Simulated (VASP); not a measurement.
# La (P6_3/mmc) in VASP: a series of runs

Aim: see how the results for La move with the level of theory and the settings. Levels: r2SCAN, PBE. Tasks: single point, relaxation of cell and atoms.

All numbers are computed with VASP 6.6.1; they aren't measurements. Logs are shortened: lines on timing, memory, paths and dates and some standing lists are left out, and cuts for length are marked.

**1. The cell of the first run**

Symmetry: P6_3/mmc, No. 194, hexagonal system. Conventional cell: a = 3.779 Å, b = 3.779 Å, c = 12.022 Å, α = 90.00°, β = 90.00°, γ = 120.00°. La (site symmetry -3m) has 12 La at 3.71 to 3.78 Å within 4.9 Å. Within 4.9 Å of La (site symmetry -6m2) lie 12 La at 3.71 to 3.78 Å.

**2. Single point, r2SCAN (37.18 Å³/atom)**

Input file POSCAR:

```
La
1.0
    3.7793806307      0.0000000000      0.0000000000
   -1.8896903153      3.2730396368      0.0000000000
    0.0000000000      0.0000000000     12.0215806330
La
4
Direct
    0.0000000000      0.0000000000      0.0000000000
    0.0000000000      0.0000000000      0.5000000000
    0.3333333333      0.6666666667      0.2500000000
    0.6666666667      0.3333333333      0.7500000000
```

Input file INCAR.step1:

```
SYSTEM = La
  PREC = Accurate
  ENCUT = 520
  ISMEAR = 0
  SIGMA = 0.05
  LREAL = .False.
  LASPH = .True.
  NELM = 80
  NBANDS = 30
  GGA = PE
  ALGO = Normal
  EDIFF = 1E-4
  LWAVE = .True.
  LCHARG = .False.
```

Input file INCAR.step2:

```
SYSTEM = La
  PREC = Accurate
  ENCUT = 520
  EDIFF = 1E-6
  ISMEAR = 0
  SIGMA = 0.05
  LREAL = .False.
  LASPH = .True.
  NELM = 80
  ALGO = Normal
  ISIF = 2
  LWAVE = .False.
  LCHARG = .False.
  METAGGA = R2SCAN
  LMIXTAU = .True.
  NBANDS = 30
  ISTART = 1
```

Input file KPOINTS:

```
Automatic mesh
0
Gamma
  14 14 4
  0 0 0
```

Potentials or basis: VASP PAW PBE potentials, release 64 (La).

Launch:

```
$ cat potpaw_PBE.64/La/POTCAR > POTCAR
$ cp INCAR.step1 INCAR
$ mpirun -np 1 vasp_std > vasp.out
$ cp INCAR.step2 INCAR
$ mpirun -np 1 vasp_std > vasp.out
```

OUTCAR:

```text
SYSTEM = La
   PREC = Accurate
   ENCUT = 520
   EDIFF = 1E-6
   ISMEAR = 0
   LREAL = .False.
   LASPH = .True.
   NELM = 80
   ISIF = 2
   METAGGA = R2SCAN
   ISTART = 1

 ion  position               nearest neighbor table
   1  0.000  0.000  0.000-
   2  0.000  0.000  0.500-
   3  0.333  0.667  0.250-
   4  0.667  0.333  0.750-

  LATTYP: Found a hexagonal cell.
 ALAT       =     3.7793806307
 C/A-ratio  =     3.1808335301

  Lattice vectors:

 A1 = (   3.7793806307,   0.0000000000,   0.0000000000)
 A2 = (  -1.8896903153,   3.2730396368,   0.0000000000)
 A3 = (   0.0000000000,   0.0000000000,  12.0215806330)

Analysis of symmetry for initial positions (statically):
=====================================================================
 Subroutine PRICEL returns:
 Original cell was already a primitive cell.

 Routine SETGRP: Setting up the symmetry group for a
 hexagonal supercell.

 Subroutine GETGRP returns: Found 24 space group operations
 (whereof 12 operations were pure point group operations)
 out of a pool of 24 trial point group operations.

The static configuration has the point symmetry D_3d.
 The point group associated with its full space group is D_6h.

Analysis of symmetry for dynamics (positions and initial velocities):
=====================================================================
 Subroutine PRICEL returns:
 Original cell was already a primitive cell.

 Routine SETGRP: Setting up the symmetry group for a
 hexagonal supercell.

 Subroutine GETGRP returns: Found 24 space group operations
 (whereof 12 operations were pure point group operations)
 out of a pool of 24 trial point group operations.

The dynamic configuration has the point symmetry D_3d.
 The point group associated with its full space group is D_6h.

 Subroutine INISYM returns: Found 24 space group operations
 (whereof 12 operations are pure point group operations),
 and found     1 'primitive' translations

----------------------------------------------------------------------------------------

                                     Primitive cell

  volume of cell :     148.7077

  direct lattice vectors                    reciprocal lattice vectors
     3.779380631  0.000000000  0.000000000     0.264593619  0.152763197  0.000000000
    -1.889690315  3.273039637  0.000000000     0.000000000  0.305526395  0.000000000
     0.000000000  0.000000000 12.021580633     0.000000000  0.000000000  0.083183737

  length of vectors
     3.779380631  3.779380631 12.021580633     0.305526395  0.305526395  0.083183737

  position of ions in fractional coordinates (direct lattice)
     0.000000000  0.000000000  0.000000000
     0.000000000  0.000000000  0.500000000
     0.333333333  0.666666667  0.250000000
     0.666666667  0.333333333  0.750000000

  ion indices of the primitive-cell ions
   primitive index   ion index
                 1           1
                 2           2
                 3           3
                 4           4

----------------------------------------------------------------------------------------

 KPOINTS: Automatic mesh

Automatic generation of k-mesh.
 Grid dimensions read from file:
 generate k-points for:   14   14    4

 Generating k-lattice:

  Cartesian coordinates                     Fractional coordinates (reciprocal lattice)
     0.018899544  0.010911657  0.000000000     0.071428571 -0.000000000  0.000000000
     0.000000000  0.021823314  0.000000000     0.000000000  0.071428571  0.000000000
     0.000000000  0.000000000  0.020795934     0.000000000  0.000000000  0.250000000

  Length of vectors
     0.021823314  0.021823314  0.020795934

  Shift w.r.t. Gamma in fractional coordinates (k-lattice)
     0.000000000  0.000000000  0.000000000

 Subroutine IBZKPT returns following result:
 ===========================================

 Found     72 irreducible k-points:

 Following reciprocal coordinates:
            Coordinates               Weight
  0.000000  0.000000  0.000000      1.000000
  0.071429 -0.000000  0.000000      6.000000
  0.142857  0.000000  0.000000      6.000000
  0.214286  0.000000  0.000000      6.000000
  0.285714  0.000000  0.000000      6.000000
  0.357143 -0.000000  0.000000      6.000000
[... 16 lines left out ...]
  0.285714  0.285714  0.000000      6.000000
  0.357143  0.285714  0.000000      6.000000
 [... further k-points ...]
   k-points           NKPTS =     72   k-points in BZ     NKDIM =     72   number of bands    NBANDS=     30
   number of dos      NEDOS =    301   number of ions     NIONS =      4
   total plane-waves  NPLWV =  70560
   dimension x,y,z NGX =    28 NGY =   28 NGZ =   90
   dimension x,y,z NGXF=    56 NGYF=   56 NGZF=  180
   ions per type =               4
   NGX,Y,Z   is equivalent  to a cutoff of  12.32, 12.32, 12.45 a.u.
   NGXF,Y,Z  is equivalent  to a cutoff of  24.63, 24.63, 24.89 a.u.
 SYSTEM =  La
   PREC   = accura    normal or accurate (medium, high low for compatibility)
[... 27 lines left out ...]
     AMIX     =   0.40;   BMIX     =  1.00
     AMIX_MAG =   1.60;   BMIX_MAG =  1.00
  volume/ion in A,a.u.               =      37.18       250.88
  Fermi-wavevector in a.u.,A,eV,Ry     =   1.090891  2.061484 16.191511  1.190042
  Thomas-Fermi vector in A             =   2.227125
   LORBIT       =      0    0 simple, 1 ext, 2 COOP (PROOUT), +10 PAW based schemes
   METAGGA = R2SCAN    functional components
   LHFCALC =     F    Hartree Fock is set to
   AEXX    =    0.0000 exact exchange contribution
   IVDW    =     0    specifies the selected vdW correction
   LEPSILON=     F    determine dielectric tensor
   LRPA    =     F    only Hartree local field effects (RPA)
 non-spin polarized calculation
 Gauss-broadening in eV      SIGMA  =   0.05
  energy-cutoff  :      520.00
  volume of cell :      148.71
 maximum number of plane-waves:      4032
   NGX = 15   NGY = 15   NGZ = 45

 number of electron      43.9999997 magnetization

 Free energy of the ion-electron system (eV)
  ---------------------------------------------------
  ext. energy  EPLUGINS =         0.00000000
  ---------------------------------------------------
  free energy    TOTEN  =      -118.97076159 eV

  energy without entropy =     -118.96452286  energy(sigma->0) =     -118.96764223

 E-fermi :   7.9686     XC(G=0): -10.2111

 val. band max:        7.9581396098   @ k =   0.2143   0.1429   0.0000
 cond. band min:       7.9837864212   @ k =   0.2857   0.2143   0.2500
 fundamental gap:      0.0256468114
 Fermi energy:         7.9686281264

 k-point     1 :       0.0000    0.0000    0.0000
  band No.  band energies     occupation
      1     -26.1182      2.00000
      2     -26.0118      2.00000
      3     -25.9946      2.00000
      4     -25.8840      2.00000
      5     -10.1023      2.00000
      6      -9.4035      2.00000
[... 22 lines left out ...]
     29       9.6091      0.00000
     30       9.6212      0.00000

 k-point     2 :       0.0714   -0.0000    0.0000
  band No.  band energies     occupation
      1     -26.1096      2.00000
      2     -26.0055      2.00000
      3     -25.9883      2.00000
      4     -25.8803      2.00000
      5     -10.0798      2.00000
      6      -9.4115      2.00000
[... 22 lines left out ...]
     29       9.6740      0.00000
     30       9.7345      0.00000

 k-point     3 :       0.1429    0.0000    0.0000
  band No.  band energies     occupation
      1     -26.0849      2.00000
      2     -25.9879      2.00000
      3     -25.9707      2.00000
      4     -25.8703      2.00000
      5     -10.0145      2.00000
      6      -9.4472      2.00000
[... 22 lines left out ...]
     29       9.6845      0.00000
     30       9.8043      0.00000

 k-point     4 :       0.2143    0.0000    0.0000
  band No.  band energies     occupation
      1     -26.0478      2.00000
      2     -25.9623      2.00000
      3     -25.9451      2.00000
      4     -25.8569      2.00000
      5      -9.9142      2.00000
      6      -9.5405      2.00000
[... 616 lines left out ...]
     29       9.7680      0.00000
     30       9.8968      0.00000

 k-point    23 :       0.2857    0.2857    0.0000
  band No.  band energies     occupation
      1     -25.8864      2.00000
      2     -25.8714      2.00000
      3     -25.8543      2.00000
      4     -25.8396      2.00000
      5      -9.8309      2.00000
      6      -9.7962      2.00000
[... 22 lines left out ...]
     29       9.6127      0.00000
     30       9.8563      0.00000

 k-point    24 :       0.3571    0.2857    0.0000
  band No.  band energies     occupation
      1     -25.8719      2.00000
      2     -25.8674      2.00000
      3     -25.8503      2.00000
      4     -25.8460      2.00000
      5      -9.8166      2.00000
      6      -9.7592      2.00000
[... 22 lines left out ...]
     29       9.7960      0.00000
     30       9.8414      0.00000

 [... further k-points ...]

------------------------ aborting loop because EDIFF is reached ----------------------------------------

  FORCE on cell =-STRESS in cart. coord.  units (eV):
  Direction    XX          YY          ZZ          XY          YZ          ZX
  --------------------------------------------------------------------------------------
  -------------------------------------------------------------------------------------
  Total        0.1823511      0.1823511      0.0943211      0.0000000      0.0000000      0.0000000
  in kB        1.9646515      1.9646515      1.0162161      0.0000000      0.0000000      0.0000000
  external PRESSURE =       1.6485064 kB  Pullay stress =       0.0000000 kB

 VOLUME and BASIS-vectors are now :
 -----------------------------------------------------------------------------
  energy-cutoff  :      520.00
  volume of cell :      148.71
      direct lattice vectors                 reciprocal lattice vectors
     3.779380631  0.000000000  0.000000000     0.264593619  0.152763197  0.000000000
    -1.889690315  3.273039637  0.000000000     0.000000000  0.305526395  0.000000000
     0.000000000  0.000000000 12.021580633     0.000000000  0.000000000  0.083183737

 POSITION                                       TOTAL-FORCE (eV/Angst)
 -----------------------------------------------------------------------------------
      0.00000      0.00000      0.00000        -0.000000      0.000000      0.000000
      0.00000      0.00000      6.01079        -0.000000      0.000000      0.000000
     -0.00000      2.18203      3.00540         0.000000     -0.000000     -0.000000
      1.88969      1.09101      9.01619        -0.000000      0.000000     -0.000000
 -----------------------------------------------------------------------------------
    total drift:                               -0.000000     -0.000000      0.000000

  FREE ENERGIE OF THE ION-ELECTRON SYSTEM (eV)
  ---------------------------------------------------
  free  energy   TOTEN  =      -118.9707615909 eV

  energy  without entropy=     -118.9645228637  energy(sigma->0) =     -118.96764223
```

It took 17 min on 1 thread of AMD EPYC 9R45 (Zen 5), shared host; peak memory 0.43 GiB.

Results:

```
Free energy            : -118.9708 eV
Pressure               : 0.2 GPa
Band gap on the k mesh : zero (bands 22 and 23 overlap by 1.19 eV)
```

Caveat: the PAW data sets were made with another functional, which shifts forces and pressure a little; spin-orbit coupling is left out, which moves the levels of the heavy elements.

**3. Single point, PBE**

This run uses another cell than the first one, of 37.33 Å³/atom.

Input file INCAR:

```
PREC     = Accurate       # precision mode
ENCUT    = 520            # plane-wave cutoff, eV
EDIFF    = 1E-7           # SCF threshold, eV
ISMEAR   = 0              # smearing method
SIGMA    = 0.05           # smearing width, eV
LREAL    = F              # projectors in reciprocal space
LASPH    = T              # aspherical terms in the spheres
NELM     = 100            # most SCF steps
ALGO     = Normal         # electronic algorithm
ISIF     = 2              # what is computed and relaxed
LWAVE    = F              # write WAVECAR
LCHARG   = T              # write CHGCAR
GGA      = PE             # functional
LELF     = T              # ELF
LVHAR    = T            
NBANDS   = 30             # bands
```

Input file KPOINTS:

```
regular mesh
0
Gamma
  6 6 2
```

Input file POSCAR:

```
La
1.0
    3.7700000000      0.0000000000      0.0000000000
   -1.8850000000      3.2649157723      0.0000000000
    0.0000000000      0.0000000000     12.1300000000
La
4
Direct
    0.0000000000      0.0000000000      0.0000000000
    0.0000000000      0.0000000000      0.5000000000
    0.3333333333      0.6666666667      0.2500000000
    0.6666666667      0.3333333333      0.7500000000
```

Potentials or basis: VASP PAW PBE potentials, release 64 (La).

Launch:

```
$ cat potpaw_PBE.64/La/POTCAR > POTCAR
$ mpirun -np 1 vasp_std > vasp.out
```

Run time: 57 s. Hardware: 1 thread of Intel Xeon 6975P-C (Granite Rapids), shared host; peak memory 0.26 GiB.

The run converged. Its results:

- Free energy: -19.5750 eV
- Pressure: 0.1 GPa
- Band gap on the k mesh: zero (bands 22 and 23 overlap by 1.00 eV)

Stress tensor (GPa, compression positive):
```
0.16 0.00 0.00
0.00 0.16 0.00
0.00 0.00 0.01
```

Levels at points of the mesh, in eV from the Fermi level:
| k point | band 18 | band 19 | band 20 | band 21 | band 22 | band 23 | band 24 | band 25 | band 26 | band 27 |
| --- | --- | --- | --- | --- | --- | --- | --- | --- | --- | --- |
| (0.00, 0.00, 0.00) | -1.92 | -1.91 | -1.78 | 0.45 | 0.57 | 1.20 | 1.21 | 1.22 | 1.26 | 1.29 |
| (0.50, 0.00, 0.00) | -1.86 | -1.56 | -1.10 | -0.69 | -0.33 | -0.25 | 0.38 | 0.89 | 1.14 | 1.41 |
| (0.00, 0.00, 0.50) | -2.78 | -1.71 | -1.71 | 0.75 | 0.75 | 1.17 | 1.17 | 1.27 | 1.27 | 1.27 |
| (0.50, 0.00, 0.50) | -1.67 | -1.43 | -1.43 | -1.09 | -1.09 | 0.60 | 0.60 | 1.20 | 1.20 | 1.37 |

Caveat: spin-orbit coupling is left out, which moves the levels of the heavy elements.

**4. Relaxation of cell and atoms, PBE**

This run uses another cell than the first one, of 37.33 Å³/atom.

Input file INCAR:

```
  PREC = Accurate
  ENCUT = 600
  EDIFF = 1E-6
  ISMEAR = 0
  SIGMA = 0.05
  LREAL = F
  LASPH = T
  NELM = 100
  ALGO = Normal
  ISIF = 3
  LWAVE = F
  LCHARG = F
  GGA = PE
  IBRION = 2
  NSW = 80
  EDIFFG = -0.03
```

KPOINTS is that of step 3.

POSCAR is that of step 3.

Launch:

```
$ cat potpaw_PBE.64/La/POTCAR > POTCAR
$ mpirun -np 1 vasp_std > vasp.out
```

Wall time 86 s (1 thread of Intel Xeon 6975P-C (Granite Rapids), shared host); peak memory 0.3 GiB.

Results (log left out):

| Item | Value |
| --- | --- |
| Free energy | -19.5783 eV |
| Relaxed volume | 37.47 Å³/atom |
| Relaxed cell | a = 3.777 Å, b = 3.777 Å, c = 12.131 Å, α = 90.00°, β = 90.00°, γ = 120.00° |
| Space group after relaxing (to 0.1 Å) | P6_3/mmc (No. 194) |
| Energy gained by relaxing | 0.1 meV/atom |
| Ionic steps | 2 |
| Pressure after relaxing | 0.0 GPa |
| Band gap on the k mesh | zero (bands 22 and 23 overlap by 1.00 eV) |

Step by step:
```
step  energy change (eV)  largest force (eV/Å)  pressure (GPa)  volume (Å³)
   1              0.0000                0.0000            0.11       149.30
   2             -0.0003                0.0000            0.00       149.87
```

Final structure:
```
La
1.0
     3.77698    0.00000    0.00000
    -1.88849    3.27096    0.00000
     0.00000    0.00000   12.13089
La
4
Direct
  0.00000 0.00000 0.00000
  0.00000 0.00000 0.50000
  0.33333 0.66667 0.25000
  0.66667 0.33333 0.75000
```

Levels at points of the mesh, in eV from the Fermi level:
```csv
k point,band 20,band 21,band 22,band 23,band 24,band 25
"(0.00, 0.00, 0.00)",-1.78,0.45,0.57,1.21,1.22,1.26
"(0.50, 0.00, 0.00)",-1.10,-0.68,-0.33,-0.24,0.39,0.88
"(0.00, 0.00, 0.50)",-1.71,0.76,0.76,1.17,1.17,1.26
"(0.50, 0.00, 0.50)",-1.42,-1.08,-1.08,0.61,0.61,1.20
```

Caveat: spin-orbit coupling is left out, which moves the levels of the heavy elements.

**5. Single point, r2SCAN**

This run uses another cell than the first one, of 37.32 Å³/atom.

Input file POSCAR:

```
La
1.0
    3.7843911967      0.0000000000      0.0000000000
   -1.8921955984      3.2773789142      0.0000000000
    0.0000000000      0.0000000000     12.0375184073
La
4
Direct
    0.0000000000      0.0000000000      0.0000000000
    0.0000000000      0.0000000000      0.5000000000
    0.3333333333      0.6666666667      0.2500000000
    0.6666666667      0.3333333333      0.7500000000
```

Input file INCAR.step1:

```
ALGO = Normal
EDIFF = 1E-4
ENCUT = 520
GGA = PE
ISMEAR = 0
LASPH = True
LCHARG = False
LREAL = False
LWAVE = True
NBANDS = 30
NELM = 100
PREC = Accurate
SIGMA = 0.05
```

Input file INCAR.step2:

```
ALGO = Normal
EDIFF = 1E-7
ENCUT = 520
ISIF = 2
ISMEAR = 0
ISTART = 1
LASPH = True
LCHARG = True
LELF = True
LMIXTAU = True
LREAL = False
LVHAR = True
LWAVE = False
METAGGA = R2SCAN
NBANDS = 30
NELM = 100
PREC = Accurate
SIGMA = 0.05
```

Input file KPOINTS:

```
k-points
0
Gamma
  14 14 4
```

Launch:

```
$ cat potpaw_PBE.64/La/POTCAR > POTCAR
$ cp INCAR.step1 INCAR
$ mpirun -np 1 vasp_std > vasp.out
$ cp INCAR.step2 INCAR
$ mpirun -np 1 vasp_std > vasp.out
```

Wall time 18 min (1 thread of Intel Xeon 6975P-C (Granite Rapids), shared host); peak memory 0.47 GiB.

The run converged. Its results:

```
Free energy            : -118.9713 eV
Pressure               : 0.1 GPa
Band gap on the k mesh : zero (bands 22 and 23 overlap by 1.19 eV)
```

Stress tensor (GPa, compression positive):
```
0.10 0.00 0.00
0.00 0.10 0.00
0.00 0.00 0.01
```

Levels at points of the mesh, in eV from the Fermi level:
| k point | band 20 | band 21 | band 22 | band 23 | band 24 | band 25 |
| --- | --- | --- | --- | --- | --- | --- |
| (0.00, 0.00, 0.00) | -1.83 | 0.53 | 0.70 | 1.35 | 1.35 | 1.43 |
| (0.50, 0.00, 0.00) | -1.08 | -0.65 | -0.28 | -0.21 | 0.53 | 1.01 |
| (0.00, 0.00, 0.50) | -1.74 | 0.94 | 0.94 | 1.35 | 1.35 | 1.43 |
| (0.50, 0.00, 0.50) | -1.42 | -1.10 | -1.10 | 0.79 | 0.79 | 1.39 |

Caveat: the PAW data sets were made with another functional, which shifts forces and pressure a little; spin-orbit coupling is left out, which moves the levels of the heavy elements.

**6. Overview**

| task | level | cell | k mesh | cutoff (eV) | gap on the mesh (eV) | pressure (GPa) |
| --- | --- | --- | --- | --- | --- | --- |
| single point | r2SCAN | a = 3.779, b = 3.779, c = 12.022 Å, angles 90.0, 90.0, 120.0°, 4 atoms | 14 × 14 × 4 | 520 | none | 0.2 |
| single point | PBE | a = 3.770, b = 3.770, c = 12.130 Å, angles 90.0, 90.0, 120.0°, 4 atoms | 6 × 6 × 2 | 520 | none | 0.1 |
| relaxation of cell and atoms | PBE | relaxed from a = 3.770, b = 3.770, c = 12.130 Å, angles 90.0, 90.0, 120.0°, 4 atoms | 6 × 6 × 2 | 600 | none | 0.0 |
| single point | r2SCAN | a = 3.784, b = 3.784, c = 12.038 Å, angles 90.0, 90.0, 120.0°, 4 atoms | 14 × 14 × 4 | 520 | none | 0.1 |

Alike in all rows: potentials or basis VASP PAW PBE potentials, release 64 (La); no spin polarisation; smearing gaussian 0.05 eV.

Caveats: spin-orbit coupling is left out, which moves the levels of the heavy elements; the PAW data sets were made with another functional, which shifts forces and pressure a little (at least some runs).

Absolute energies hang on the potentials; compare differences alone.

The gap in the log of VASP goes by the Fermi energy; the results here count the filled bands.